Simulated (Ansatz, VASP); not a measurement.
**WSe2: VASP beside Ansatz**

```
CELL_PARAMETERS angstrom
3.27022 0.00000 0.00000
-1.63511 2.83210 0.00000
0.00000 0.00000 30.52000
ATOMIC_POSITIONS crystal
Se 0.66667 0.33333 0.22960
Se 0.66667 0.33333 0.33921
W 0.33333 0.66667 0.28440
```

Alike in both runs: functional PBEsol; k mesh 12 × 12 × 1; occupations gaussian, width 0.03 eV; no spin polarisation.

Ansatz relaxed the structure, and its values are those at the end. VASP's run is a single point on that final structure, the one shown.

```csv
,VASP,Ansatz
version,VASP 6.6.1,Ansatz 0.2.0
potentials or method,"VASP PAW PBE potentials, release 64 (Se, W_sv), cutoff 400 eV","scalar-relativistic, plane waves, PAW"
valence electrons in the cell,26,46
```

```csv
,VASP,Ansatz,Ansatz less VASP
gap on the k mesh at the Fermi level (eV),1.69,1.69,-0.002
least direct gap on the mesh (eV),1.69,1.69,+0.004
rms of the force components (eV/Å),0.030,0.001,-0.0295
```

VASP's potentials were made for PBE, not for PBEsol, and Ansatz warns of the same on its side. With one functional, cell and mesh, what is left measures potentials, basis and numerics. VASP's potentials hold 26 valence electrons a cell and Ansatz's 46, so a difference there can come from the potentials and not from the codes. Ansatz's warnings: slab cell height set, structure snapped to symmetry.

Spin-orbit coupling is off throughout.
